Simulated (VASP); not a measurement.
Mg11CdO12 (a cell with a defect), 24 atoms in the cell. The cell holds a defect, 24 atoms: a = 5.960 Å, b = 5.960 Å, c = 8.940 Å, α = 60.00°, β = 60.00°, γ = 60.00°. 

| Item | Value |
| --- | --- |
| Program | VASP 6.6.1 |
| Task | single point |
| Functional | PBEsol |
| Potentials or basis | VASP PAW PBE potentials, release 64 (O, Mg, Cd) |
| Cutoff | 520 eV |
| k mesh | 1 × 1 × 1, shifted |
| Occupations | fermi-dirac, width 0.05 eV |
| Spin | no spin polarisation |
| Dipole correction | no |
| Further INCAR settings | ALGO = Normal; EDIFF = 1e-06; NBANDS = 71; ISYM = 0 |

Potentials or basis: VASP PAW PBE potentials, release 64 (O, Mg, Cd).

The run is started by

```console
$ cat potpaw_PBE.64/O/POTCAR potpaw_PBE.64/Mg/POTCAR potpaw_PBE.64/Cd/POTCAR > POTCAR
$ mpirun -np 1 vasp_std > vasp.out
```

Hardware: 1 thread of Intel(R) Xeon(R) Platinum 8488C (Sapphire Rapids), on a shared host.

Problem. How long does it take, and how much memory?

Solution. Run time: 38 s on 1 thread of Intel(R) Xeon(R) Platinum 8488C (Sapphire Rapids), on a shared host, peak memory 0.36 GiB. Counts: scf iterations 15, k points 1.
